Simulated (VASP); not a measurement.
Write the native input for VASP 6.6.1 that does the following.

```yaml
Task: single point
Functional: PBE
Potentials_or_basis: VASP PAW PBE potentials, release 64 (Te, Pb_d)
Cutoff: 520 eV
k_mesh: 8 × 8 × 8
Occupations: gaussian, width 0.01 eV
Spin: no spin polarisation
Dipole_correction: no
Further_INCAR_settings: ALGO = Normal; EDIFF = 1e-06; NBANDS = 17
```

The structure of TePb lies in POSCAR:

```
TePb
1.0
    0.0000000000      3.2678555418      3.2678555418
    3.2678555418      0.0000000000      3.2678555418
    3.2678555418      3.2678555418      0.0000000000
Te Pb
1 1
Direct
    0.5000000000      0.5000000000      0.5000000000
    0.0000000000      0.0000000000      0.0000000000
```

These files were run (other wordings do the same):

INCAR

```
PREC = Accurate
ENCUT = 520
EDIFF = 1E-6
ISMEAR = 0
SIGMA = 0.01
LREAL = False
LASPH = True
NELM = 80
ALGO = Normal
ISIF = 2
LWAVE = False
LCHARG = True
GGA = PE
LELF = True
LVHAR = True
NBANDS = 17
```

KPOINTS

```
Automatic mesh
0
Gamma
  8 8 8
```

Potentials or basis: VASP PAW PBE potentials, release 64 (Te, Pb_d).

Launch:

```console
$ cat potpaw_PBE.64/Te/POTCAR potpaw_PBE.64/Pb_d/POTCAR > POTCAR
$ mpirun -np 1 vasp_std > vasp.out
```

Results of the run:

| Property | Result |
| --- | --- |
| Pressure | 0.6 GPa |
| Band gap on the k mesh | 0.80 eV, direct |

Caveat: spin-orbit coupling is left out, which moves the levels of the heavy elements.

Run time: 30 s on 1 thread of Intel Xeon 6975P-C (shared host), peak memory 0.22 GiB.
